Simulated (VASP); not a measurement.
A run of VASP 6.6.1 is set up as follows.

Contents of INCAR:

```
AGGAC = 1.0
AGGAX = 1.0
ALDAC = 0.0
ALDAX = 1.0
ALGO = Normal
EDIFF = 1E-7
ENCUT = 520
GGA = B5
ISIF = 2
ISMEAR = -1
ISPIN = 2
LASPH = True
LCHARG = False
LMAXMIX = 4
LORBIT = 11
LREAL = False
LWAVE = False
MAGMOM = 0.824 0.824
NBANDS = 21
NELM = 150
PREC = Accurate
SIGMA = 0.05
```

The input KPOINTS:

```
k-points
0
Gamma
  12 12 12
```

POSCAR

```
Ni
1.0
    0.0000000000      2.6623281995      2.6623281995
    2.6623281995      0.0000000000      2.6623281995
    2.6623281995      2.6623281995      0.0000000000
Ni
2
Direct
    0.1250000000      0.1250000000      0.1250000000
    0.8750000000      0.8750000000      0.8750000000
```

Potentials or basis: VASP PAW PBE potentials, release 64 (Ni).

The run is started by

```bash
$ cat potpaw_PBE.64/Ni/POTCAR > POTCAR
$ mpirun -np 1 vasp_std > vasp.out
```

Question: Estimate the net moment.

Answer: 1.56 μB per cell.

Question: Estimate the site moments.

Answer: Ni +0.79 μB.

Question: Predict the pressure.

Answer: -4.8 GPa.

Caveat: the cell stands under tension; the PAW data sets were made with another functional, which shifts forces and pressure a little.
